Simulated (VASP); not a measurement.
# HfO2 (R3m) in VASP: single point with PBE

Aim: the single point of HfO2 with PBE.

Everything below comes from runs of VASP 6.6.1. Logs are shortened: lines on timing, memory, paths and dates and some standing lists are left out, and cuts for length are marked.

## (1) The cell of the first run

Symmetry: R3m, No. 160, trigonal system. The conventional cell has a = 3.500 Å, b = 3.500 Å, c = 8.574 Å, α = 90.00°, β = 90.00°, γ = 120.00°. Within 2.6 Å of Hf (site symmetry 3m) lie 8 O at 1.95 to 2.22 Å. O (site symmetry 3m) has 4 Hf at 1.95 to 2.22 Å and 6 O at 2.37 to 2.59 Å within 2.6 Å. O (site symmetry 3m) has 4 Hf at 2.14 Å and 6 O at 2.37 to 2.59 Å within 2.8 Å.

## (2) Single point, PBE

File INCAR:

```
ALGO = Normal ; EDIFF = 1E-6
ENCUT = 600 ; GGA = PE
GGA_COMPAT = False ; ISIF = 2
ISMEAR = -1 ; LASPH = True
LCHARG = True ; LELF = True
LREAL = False ; LVHAR = True
LWAVE = False ; NBANDS = 18
NELM = 120 ; PREC = Accurate
SIGMA = 0.05
```

File KPOINTS:

```
k-points
0
Gamma
  3 3 3
```

File POSCAR:

```
HfO2
1.0
    0.0000000000      2.4750000000      2.4750000000
    2.4750000000      0.0000000000      2.4750000000
    2.4750000000      2.4750000000      0.0000000000
Hf O
1 2
Direct
    0.0000000000      0.0000000000      0.0000000000
    0.2274410151      0.2274410151      0.2274410151
    0.7500000000      0.7500000000      0.7500000000
```

Potentials or basis: VASP PAW PBE potentials, release 64 (Hf_pv, O).

The run is started by

```bash
cat potpaw_PBE.64/Hf_pv/POTCAR potpaw_PBE.64/O/POTCAR > POTCAR
mpirun -np 1 vasp_std > vasp.out
```

OUTCAR:

```text
EDIFF = 1E-6
   ENCUT = 600
   GGA = PE
   ISIF = 2
   ISMEAR = -1
   LASPH = True
   LREAL = False
   NELM = 120
   PREC = Accurate

 ion  position               nearest neighbor table
   1  0.000  0.000  0.000-   2 1.95   3 2.14   3 2.14   3 2.14   3 2.14   2 2.22   2 2.22   2 2.22

   2  0.227  0.227  0.227-   1 1.95   1 2.22   1 2.22   1 2.22
   3  0.750  0.750  0.750-   1 2.14   1 2.14   1 2.14   1 2.14

  LATTYP: Found a face centered cubic cell.
 ALAT       =     4.9500000000

  Lattice vectors:

 A1 = (   0.0000000000,   2.4750000000,   2.4750000000)
 A2 = (   2.4750000000,   0.0000000000,   2.4750000000)
 A3 = (   2.4750000000,   2.4750000000,   0.0000000000)

Analysis of symmetry for initial positions (statically):
=====================================================================
 Subroutine PRICEL returns:
 Original cell was already a primitive cell.

 Routine SETGRP: Setting up the symmetry group for a
 face centered cubic supercell.

 Subroutine GETGRP returns: Found  6 space group operations
 (whereof  6 operations were pure point group operations)
 out of a pool of 48 trial point group operations.

The static configuration has the point symmetry C_3v.

Analysis of symmetry for dynamics (positions and initial velocities):
=====================================================================
 Subroutine PRICEL returns:
 Original cell was already a primitive cell.

 Routine SETGRP: Setting up the symmetry group for a
 face centered cubic supercell.

 Subroutine GETGRP returns: Found  6 space group operations
 (whereof  6 operations were pure point group operations)
 out of a pool of 48 trial point group operations.

The dynamic configuration has the point symmetry C_3v.

 Subroutine INISYM returns: Found  6 space group operations
 (whereof  6 operations are pure point group operations),
 and found     1 'primitive' translations

----------------------------------------------------------------------------------------

                                     Primitive cell

  volume of cell :      30.3218

  direct lattice vectors                    reciprocal lattice vectors
     0.000000000  2.475000000  2.475000000    -0.202020202  0.202020202  0.202020202
     2.475000000  0.000000000  2.475000000     0.202020202 -0.202020202  0.202020202
     2.475000000  2.475000000  0.000000000     0.202020202  0.202020202 -0.202020202

  length of vectors
     3.500178567  3.500178567  3.500178567     0.349909254  0.349909254  0.349909254

  position of ions in fractional coordinates (direct lattice)
     0.000000000  0.000000000  0.000000000
     0.227441015  0.227441015  0.227441015
     0.750000000  0.750000000  0.750000000

  ion indices of the primitive-cell ions
   primitive index   ion index
                 1           1
                 2           2
                 3           3

----------------------------------------------------------------------------------------

 KPOINTS: k-points

Automatic generation of k-mesh.
 Grid dimensions read from file:
 generate k-points for:    3    3    3

 Generating k-lattice:

  Cartesian coordinates                     Fractional coordinates (reciprocal lattice)
    -0.067340067  0.067340067  0.067340067     0.333333333  0.000000000  0.000000000
     0.067340067 -0.067340067  0.067340067     0.000000000  0.333333333  0.000000000
     0.067340067  0.067340067 -0.067340067     0.000000000  0.000000000  0.333333333

  Length of vectors
     0.116636418  0.116636418  0.116636418

  Shift w.r.t. Gamma in fractional coordinates (k-lattice)
     0.000000000  0.000000000  0.000000000

 Subroutine IBZKPT returns following result:
 ===========================================

 Found      6 irreducible k-points:

 Following reciprocal coordinates:
            Coordinates               Weight
  0.000000  0.000000  0.000000      1.000000
  0.333333  0.000000  0.000000      6.000000
  0.333333  0.333333  0.333333      2.000000
  0.333333  0.333333  0.000000      6.000000
 -0.333333  0.333333  0.000000      6.000000
  0.333333  0.333333 -0.333333      6.000000
   k-points           NKPTS =      6   k-points in BZ     NKDIM =      6   number of bands    NBANDS=     18
   number of dos      NEDOS =    301   number of ions     NIONS =      3
   total plane-waves  NPLWV =  21952
   dimension x,y,z NGX =    28 NGY =   28 NGZ =   28
   dimension x,y,z NGXF=    56 NGYF=   56 NGZF=   56
   ions per type =               1   2
   NGX,Y,Z   is equivalent  to a cutoff of  13.30, 13.30, 13.30 a.u.
   NGXF,Y,Z  is equivalent  to a cutoff of  26.60, 26.60, 26.60 a.u.
 SYSTEM =  unknown system
   PREC   = accura    normal or accurate (medium, high low for compatibility)
   ISTART =      0    job   : 0-new  1-cont  2-samecut
   ICHARG =      2    charge: 1-file 2-atom 10-const
   ISPIN  =      1    spin polarized calculation?
   LNONCOLLINEAR =      F non collinear calculations
   LSORBIT =      F    spin-orbit coupling
   LASPH  =      T    aspherical Exc in radial PAW
   ENCUT  =  600.0 eV  44.10 Ry    6.64 a.u.   6.99  6.99  6.99*2*pi/ulx,y,z
   NELM   =    120;   NELMIN=  2; NELMDL= -5     # of ELM steps
   EDIFF  = 0.1E-05   stopping-criterion for ELM
   LREAL  =      F    real-space projection
   EDIFFG = 0.1E-04   stopping-criterion for IOM
   NSW    =      0    number of steps for IOM
   IBRION =     -1    ionic relax: 0-MD 1-quasi-New 2-CG
   NFREE  =      0    steps in history (QN), initial steepest desc. (CG)
   ISIF   =      2    stress and relaxation
   ISYM   =      2    0-nonsym 1-usesym 2-fastsym
   POTIM  = 0.5000    time-step for ionic-motion
   TEBEG  =    0.0;   TEEND  =   0.0 temperature during run
   PSTRESS=    0.0 pullay stress
   NELECT =      22.0000    total number of electrons
   NUPDOWN=      -1.0000    fix difference up-down
   EMIN   =  10.00;   EMAX   =-10.00  energy-range for DOS
   EFERMI =   0.00;   METHOD = LEGACY
   ISMEAR =    -1;   SIGMA  =   0.05  broadening in eV -4-tet -1-fermi 0-gaus
   EFERMI_NEDOS =   21; number of points for ismear=-14 and -15
   IALGO  =     38    algorithm
   IMIX   =      4    mixing-type and parameters
     AMIX     =   0.40;   BMIX     =  1.00
     AMIX_MAG =   1.60;   BMIX_MAG =  1.00
  volume/ion in A,a.u.               =      10.11        68.21
  Fermi-wavevector in a.u.,A,eV,Ry     =   1.471060  2.779901 29.443264  2.164019
  Thomas-Fermi vector in A             =   2.586242
   LORBIT       =      0    0 simple, 1 ext, 2 COOP (PROOUT), +10 PAW based schemes
   GGA     = PE    functional components
   LHFCALC =     F    Hartree Fock is set to
   AEXX    =    0.0000 exact exchange contribution
   IVDW    =     0    specifies the selected vdW correction
   LEPSILON=     F    determine dielectric tensor
   LRPA    =     F    only Hartree local field effects (RPA)
 non-spin polarized calculation
  energy-cutoff  :      600.00
  volume of cell :       30.32
 maximum number of plane-waves:      1018
   NGX = 13   NGY = 13   NGZ = 13

 number of electron      22.0000003 magnetization

 Free energy of the ion-electron system (eV)
  ---------------------------------------------------
  ext. energy  EPLUGINS =         0.00000000
  ---------------------------------------------------
  free energy    TOTEN  =       -29.77292178 eV

  energy without entropy =      -29.77292178  energy(sigma->0) =      -29.77292178

 E-fermi :   5.4891     XC(G=0): -12.2167

 val. band max:        4.4116780907   @ k =   0.0000   0.0000   0.0000
 cond. band min:       9.0829818594   @ k =   0.0000   0.0000   0.0000
 fundamental gap:      4.6713037687
 Fermi energy:         5.4890546136

 k-point     1 :       0.0000    0.0000    0.0000
  band No.  band energies     occupation
      1     -24.4564      2.00000
      2     -24.4082      2.00000
      3     -24.4082      2.00000
      4     -14.3184      2.00000
      5     -10.8804      2.00000
      6      -1.0587      2.00000
      7      -0.7981      2.00000
      8      -0.7981      2.00000
      9       4.1168      2.00000
     10       4.1168      2.00000
     11       4.4117      2.00000
     12       9.0830      0.00000
     13       9.0830      0.00000
     14      11.1639      0.00000
     15      15.8913      0.00000
     16      15.8913      0.00000
     17      17.1282      0.00000
     18      18.9052      0.00000

 k-point     2 :       0.3333    0.0000    0.0000
  band No.  band energies     occupation
      1     -24.8690      2.00000
      2     -24.5028      2.00000
      3     -24.4543      2.00000
      4     -13.2575      2.00000
      5     -11.5140      2.00000
      6      -0.2927      2.00000
      7      -0.1730      2.00000
      8       1.3574      2.00000
      9       2.4180      2.00000
     10       3.1973      2.00000
     11       3.3768      2.00000
     12       9.6226      0.00000
     13      10.1638      0.00000
     14      12.3484      0.00000
     15      14.7209      0.00000
     16      15.1629      0.00000
     17      15.9366      0.00000
     18      18.4300      0.00000

 k-point     3 :       0.3333    0.3333    0.3333
  band No.  band energies     occupation
      1     -24.9902      2.00000
      2     -24.4637      2.00000
      3     -24.4637      2.00000
      4     -12.8082      2.00000
      5     -11.7664      2.00000
      6       0.3308      2.00000
      7       0.3308      2.00000
      8       1.5520      2.00000
      9       1.9811      2.00000
     10       2.7884      2.00000
     11       2.7884      2.00000
     12      10.1348      0.00000
     13      10.1348      0.00000
     14      11.6208      0.00000
     15      14.2860      0.00000
     16      14.2860      0.00000
     17      15.8491      0.00000
     18      17.8438      0.00000

 k-point     4 :       0.3333    0.3333    0.0000
  band No.  band energies     occupation
      1     -24.9369      2.00000
      2     -24.5624      2.00000
      3     -24.5362      2.00000
      4     -12.4977      2.00000
      5     -11.9819      2.00000
      6      -0.7984      2.00000
      7       0.3838      2.00000
      8       0.4185      2.00000
      9       3.0537      2.00000
     10       3.7692      2.00000
     11       4.1134      2.00000
     12       9.5137      0.00000
     13      10.2681      0.00000
     14      13.4286      0.00000
     15      13.5395      0.00000
     16      14.2864      0.00000
     17      15.5615      0.00000
     18      18.8873      0.00000

 k-point     5 :      -0.3333    0.3333    0.0000
  band No.  band energies     occupation
      1     -24.8770      2.00000
      2     -24.7766      2.00000
      3     -24.5473      2.00000
      4     -12.3941      2.00000
      5     -11.8255      2.00000
      6      -0.9467      2.00000
      7       0.4683      2.00000
      8       1.6068      2.00000
      9       1.7794      2.00000
     10       3.7965      2.00000
     11       4.2208      2.00000
     12       9.4643      0.00000
     13      10.6110      0.00000
     14      12.7434      0.00000
     15      13.0572      0.00000
     16      14.8881      0.00000
     17      17.4583      0.00000
     18      18.8744      0.00000

 k-point     6 :       0.3333    0.3333   -0.3333
  band No.  band energies     occupation
      1     -24.9306      2.00000
      2     -24.7925      2.00000
      3     -24.5230      2.00000
      4     -12.1435      2.00000
      5     -11.9225      2.00000
      6      -0.8440      2.00000
      7       0.4202      2.00000
      8       1.1770      2.00000
      9       2.3882      2.00000
     10       3.4107      2.00000
     11       4.3230      2.00000
     12       9.6021      0.00000
     13      10.9052      0.00000
     14      12.4170      0.00000
     15      13.2089      0.00000
     16      13.6807      0.00000
     17      17.3250      0.00000
     18      18.8721      0.00000

------------------------ aborting loop because EDIFF is reached ----------------------------------------

  FORCE on cell =-STRESS in cart. coord.  units (eV):
  Direction    XX          YY          ZZ          XY          YZ          ZX
  --------------------------------------------------------------------------------------
  -------------------------------------------------------------------------------------
  Total        4.9691906      4.9691906      4.9691906      1.5872005      1.5872005      1.5872005
  in kB      262.5672954    262.5672954    262.5672954     83.8661645     83.8661645     83.8661645
  external PRESSURE =     262.5672954 kB  Pullay stress =       0.0000000 kB

 VOLUME and BASIS-vectors are now :
 -----------------------------------------------------------------------------
  energy-cutoff  :      600.00
  volume of cell :       30.32
      direct lattice vectors                 reciprocal lattice vectors
     0.000000000  2.475000000  2.475000000    -0.202020202  0.202020202  0.202020202
     2.475000000  0.000000000  2.475000000     0.202020202 -0.202020202  0.202020202
     2.475000000  2.475000000  0.000000000     0.202020202  0.202020202 -0.202020202

 POSITION                                       TOTAL-FORCE (eV/Angst)
 -----------------------------------------------------------------------------------
      0.00000      0.00000      0.00000        -1.000786     -1.000786     -1.000786
      1.12583      1.12583      1.12583         2.147778      2.147778      2.147778
      3.71250      3.71250      3.71250        -1.146992     -1.146992     -1.146992
 -----------------------------------------------------------------------------------
    total drift:                               -0.000031     -0.000031     -0.000031

  FREE ENERGIE OF THE ION-ELECTRON SYSTEM (eV)
  ---------------------------------------------------
  free  energy   TOTEN  =       -29.7729217813 eV

  energy  without entropy=      -29.7729217812  energy(sigma->0) =      -29.77292178
```

Wall time 12 s (1 thread of Intel Xeon 8259CL, shared host); peak memory 0.15 GiB.

What came out:

```yaml
Free_energy: -29.7729 eV
Pressure: 26.3 GPa
Largest_force: 3.720 eV/Å
Band_gap_on_the_k_mesh: 4.67 eV, direct
```

Forces in eV/Å, atoms in the order of the input:
```
Hf  -1.001 -1.001 -1.001
O    2.148  2.148  2.148
O   -1.147 -1.147 -1.147
```

Levels at points of the mesh, in eV from the valence-band top:
| k point | band 9 | band 10 | band 11 | band 12 | band 13 | band 14 |
| --- | --- | --- | --- | --- | --- | --- |
| (0.00, 0.00, 0.00) | -0.29 | -0.29 | 0.00 | 4.67 | 4.67 | 6.75 |

Caveat: the k points lie up to 0.73 Å⁻¹ apart; spin-orbit coupling is left out, which moves the levels of the heavy elements; forces of over 1 eV/Å act on the atoms, so gaps and moduli don't describe the material at rest. A k mesh can miss the band edges.
